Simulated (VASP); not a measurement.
# RbBr: single point with LDA

RbBr:

```
Rb Br
1.0
     0.00000    3.38068    3.38068
     3.38068    0.00000    3.38068
     3.38068    3.38068    0.00000
Rb Br
1 1
Cartesian
  0.0000 0.0000 0.0000
  3.3807 3.3807 3.3807
```

```yaml
Program: VASP 6.6.1
Task: single point
Functional: LDA
Potentials_or_basis: VASP PAW LDA potentials, release 64 (Rb_sv, Br)
Cutoff: 500 eV
k_mesh: 4 × 4 × 4
Occupations: gaussian, width 0.01 eV
Spin: no spin polarisation
```

The pressure is -0.6 GPa and the band gap on the k mesh is 4.06 eV, direct.

Levels at points of the mesh, in eV from the valence-band top:
```
           k point  band 4  band 5  band 6  band 7  band 8  band 9  band 10  band 11  band 12  band 13
(0.00, 0.00, 0.00)   -8.34   -8.34    0.00    0.00    0.00    4.06     7.03     7.03     7.03     8.01
(0.50, 0.00, 0.00)   -8.35   -8.28   -1.13   -0.42   -0.42    6.57     7.55     9.38     9.38    10.05
(0.50, 0.50, 0.00)   -8.43   -8.43   -0.51   -0.17   -0.17    5.25     6.95     9.03     9.13     9.41
```

It took 14 s on 1 thread of Intel Xeon 8259CL (shared host), peak memory 0.17 GiB.

A hybrid or GW would open this gap; LDA tends to underestimate it.
